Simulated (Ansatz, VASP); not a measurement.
Two plane-wave programs on NaI

```xyz
2
Lattice="4.5770 0.0000 0.0000 2.2885 3.9638 0.0000 2.2885 1.3213 3.7371" Properties=species:S:1:pos:R:3 pbc="T T T"
Na    0.0000    0.0000    0.0000
I     4.5770    2.6425    1.8685
```

Alike in both runs: task relaxation of cell and atoms; functional revPBE; dispersion D3(BJ); k mesh 6 × 6 × 6; no spin polarisation.

|  | VASP | Ansatz |
| --- | --- | --- |
| version | VASP 6.6.1 | Ansatz 0.2.0 |
| potentials or method | VASP PAW PBE potentials, release 64 (Na_pv, I), cutoff 500 eV | plane waves, PAW |
| occupations | gaussian, width 0.01 eV | fixed |
| valence electrons in the cell | 14 | 26 |

Ansatz gave:

- relaxed volume (Å³/atom): 31.87
- relaxed length of the cell vector where the two differ most in proportion (Å): 4.484

What did VASP give for the same quantities?

Relaxed volume (Å³/atom): 31.96; relaxed length of the cell vector where the two differ most in proportion (Å): 4.488.

VASP's potentials were made for PBE, not for revPBE. VASP's potentials hold 14 valence electrons a cell and Ansatz's 26, so a difference there can come from the potentials and not from the codes.

Spin-orbit coupling is off throughout.
